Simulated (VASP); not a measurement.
C: relaxation of cell and atoms with r2SCAN

Crystal: C.

```xyz
4
Lattice="2.3888 0.0000 0.0000 -1.1944 2.0688 0.0000 0.0000 0.0000 6.4677" Properties=species:S:1:pos:R:3 pbc="T T T"
C     0.0000    0.0000    1.6169
C     0.0000    0.0000    4.8508
C     0.0000    1.3792    1.6169
C     1.1944    0.6896    4.8508
```

| Property | Result |
| --- | --- |
| Program | VASP 6.6.1 |
| Task | relaxation of cell and atoms |
| Functional | r2SCAN |
| Potentials or basis | VASP PAW PBE potentials, release 64 (C) |
| Cutoff | 600 eV |
| k mesh | 18 × 18 × 6 |
| Occupations | gaussian, width 0.1 eV |
| Spin | no spin polarisation |
| Target pressure | 5 GPa |
| Dipole correction | no |
| Further INCAR settings | ALGO = Normal; EDIFF = 1e-06; IBRION = 2; EDIFFG = -0.008; NSW = 70; ISIF = 3 |

| Item | Value |
| --- | --- |
| Relaxed volume | 8.15 Å³/atom |
| Relaxed cell | a = 2.447 Å, b = 2.447 Å, c = 6.289 Å, α = 90.00°, β = 90.00°, γ = 120.00° |
| Space group after relaxing (to 0.1 Å) | P6_3/mmc (No. 194) |
| Energy change on relaxing (the run minimises the enthalpy) | -50.3 meV/atom |
| Ionic steps | 11 |
| Pressure after relaxing | 5.0 GPa |
| Band gap on the k mesh | zero (bands 8 and 9 overlap by 0.05 eV) |

The path:
| step | energy change (eV) | largest force (eV/Å) | pressure (GPa) | volume (Å³) |
| --- | --- | --- | --- | --- |
| 1 | 0.0000 | 0.0000 | 28.78 | 31.96 |
| 2 | 0.6048 | 0.0000 | -38.18 | 37.67 |
| 3 | -0.2258 | 0.0000 | 2.85 | 33.61 |
| 4 | -0.2235 | 0.0000 | 4.23 | 33.51 |
| 5 | -0.2225 | 0.0000 | 4.66 | 33.48 |
| 6 | -0.2198 | 0.0000 | 4.74 | 33.34 |
| 7 | -0.2102 | 0.0000 | 5.00 | 32.93 |
| 8 | -0.1838 | 0.0000 | 5.63 | 32.11 |
| 9 | -0.2008 | 0.0000 | 5.25 | 32.60 |
| 10 | -0.2038 | 0.0000 | 3.63 | 32.72 |
| 11 | -0.2014 | 0.0000 | 4.99 | 32.62 |

Final structure:
```cif
data_structure
_symmetry_space_group_name_H-M 'P 1'
_symmetry_Int_Tables_number 1
_cell_length_a 2.4472
_cell_length_b 2.4472
_cell_length_c 6.2891
_cell_angle_alpha 90.000
_cell_angle_beta 90.000
_cell_angle_gamma 120.000
_cell_volume 32.62
loop_
_atom_site_label
_atom_site_type_symbol
_atom_site_fract_x
_atom_site_fract_y
_atom_site_fract_z
_atom_site_occupancy
C1 C 0.00000 0.00000 0.25000 1
C2 C 0.00000 0.00000 0.75000 1
C3 C 0.33333 0.66667 0.25000 1
C4 C 0.66667 0.33333 0.75000 1
```

Levels at points of the mesh, in eV from the Fermi level:
```
           k point  band 4  band 5  band 6  band 7  band 8  band 9  band 10  band 11  band 12
(0.00, 0.00, 0.00)   -6.64   -3.16   -3.16   -3.13   -3.13    5.15     8.81     8.81     8.90
(0.50, 0.00, 0.00)  -14.02   -6.85   -6.75   -3.15   -2.17    1.71     2.59     7.60     8.25
(0.00, 0.00, 0.50)   -8.16   -3.15   -3.15   -3.15   -3.15    8.51     8.51     8.86     8.86
(0.50, 0.00, 0.50)  -14.11   -6.80   -6.80   -2.52   -2.52    1.79     1.79     7.91     7.91
```

Run time: 14 min on 1 thread of Intel(R) Xeon(R) 6975P-C (Granite Rapids) (shared host), peak memory 0.19 GiB.

Caveat: the cell is relaxed towards a set pressure, so the run minimises the enthalpy, not the energy; the PAW data sets were made with another functional, which shifts forces and pressure a little.
